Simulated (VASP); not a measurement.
Input of a VASP 6.6.1 run:

Contents of INCAR:

```
ALGO = Normal ; EDIFF = 1E-6
EDIFFG = -0.04 ; ENCUT = 600
GGA = PE ; IBRION = 2
ISIF = 3 ; ISMEAR = 0
LASPH = T ; LCHARG = F
LREAL = F ; LWAVE = F
NELM = 60 ; NSW = 90
PREC = Accurate ; SIGMA = 0.1
```

The input KPOINTS:

```
k-points
0
Gamma
  6 6 6
```

Contents of POSCAR:

```
Si2GeP3
1.0
    2.7874475400      1.6093335900      4.1565179100
   -2.7874475400      1.6093335900      4.1565179100
    0.0000000000     -3.2186671700      4.1565179100
Si Ge P
2 1 3
Direct
    0.6270700100      0.6270700100      0.6270700100
    0.3729299900      0.3729299900      0.3729299900
    0.0000000000      0.0000000000      0.0000000000
    0.0000000000      0.5000000000      0.0000000000
    0.5000000000      0.0000000000      0.0000000000
    0.0000000000      0.0000000000      0.5000000000
```

Potentials or basis: VASP PAW PBE potentials, release 64 (Si, Ge_d, P).

Run with:

```sh
$ cat potpaw_PBE.64/Si/POTCAR potpaw_PBE.64/Ge_d/POTCAR potpaw_PBE.64/P/POTCAR > POTCAR
$ mpirun -np 1 vasp_std > vasp.out
```

(1) Predict the relaxed cell.

(2) What does it give for the space group after relaxing (to 0.1 Å)?

Results:

(1) a = 5.786 Å, b = 5.786 Å, c = 5.786 Å, α = 49.76°, β = 49.76°, γ = 49.76°.

(2) R-3m (No. 166).

Caveat: an odd number of electrons without spin polarisation forces a metal; a magnetic or distorted state may lie lower.
